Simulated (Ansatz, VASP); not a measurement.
One calculation of RuS, two programs

The input INCAR:

```
SYSTEM = RuS
PREC     = Accurate       ! precision mode
ENCUT    = 520            ! plane-wave cutoff, eV
EDIFF    = 1E-6           ! SCF threshold, eV
ISMEAR   = 0              ! smearing method
SIGMA    = 0.05           ! smearing width, eV
LREAL    = .False.        ! projectors in reciprocal space
LASPH    = .True.         ! aspherical terms in the spheres
NELM     = 60             ! most SCF steps
ALGO     = Normal         ! electronic algorithm
ISIF     = 2              ! what is computed and relaxed
LWAVE    = .False.        ! write WAVECAR
LCHARG   = .True.         ! write CHGCAR
GGA      = PE             ! functional
LELF     = .True.         ! ELF
LVHAR    = .True.       
NBANDS   = 17             ! bands
```

KPOINTS

```
regular mesh
0
Gamma
  10 10 10
  0 0 0
```

POSCAR

```
RuS
1.0
    0.0000000000      2.5653737656      2.5653737656
    2.5653737656      0.0000000000      2.5653737656
    2.5653737656      2.5653737656      0.0000000000
Ru S
1 1
Direct
    0.0000000000      0.0000000000      0.0000000000
    0.2500000000      0.2500000000      0.2500000000
```

Input for Ansatz:

```yaml
crystal:
  lattice:
    - [0.0, 2.5653737656, 2.5653737656]
    - [2.5653737656, 0.0, 2.5653737656]
    - [2.5653737656, 2.5653737656, 0.0]
  atoms:
    - { symbol: Ru, position: [0.0, 0.0, 0.0] }
    - { symbol: S, position: [0.25, 0.25, 0.25] }
basis:
  ecutwfc: 420
  ecutrho_ratio: 4
kpoints:
  mp_grid: { grid: [10, 10, 10] }
hamiltonian:
  xc: pbe
scf:
  occupations: { method: gaussian, width: 0.05 }
output:
  forces: true
  stress: true
  eigenvalues: true
```

Alike in both runs: task single point; functional PBE; k mesh 10 × 10 × 10; occupations gaussian, width 0.05 eV; no spin polarisation.

|  | VASP | Ansatz |
| --- | --- | --- |
| version | VASP 6.6.1 | Ansatz 0.2.0 |
| potentials or method | VASP PAW PBE potentials, release 64 (Ru_pv, S), cutoff 520 eV | scalar-relativistic, plane waves, PAW |
| valence electrons in the cell | 20 | 22 |

```tsv
	VASP	Ansatz	Ansatz less VASP
gap on the k mesh at the Fermi level (eV)	none	none	-
pressure (GPa)	6.4	6.6	+0.23
```

A gap of «none» marks a metal or a gap that the smearing closes. VASP's potentials hold 20 valence electrons a cell and Ansatz's 22, so a difference there can come from the potentials and not from the codes.
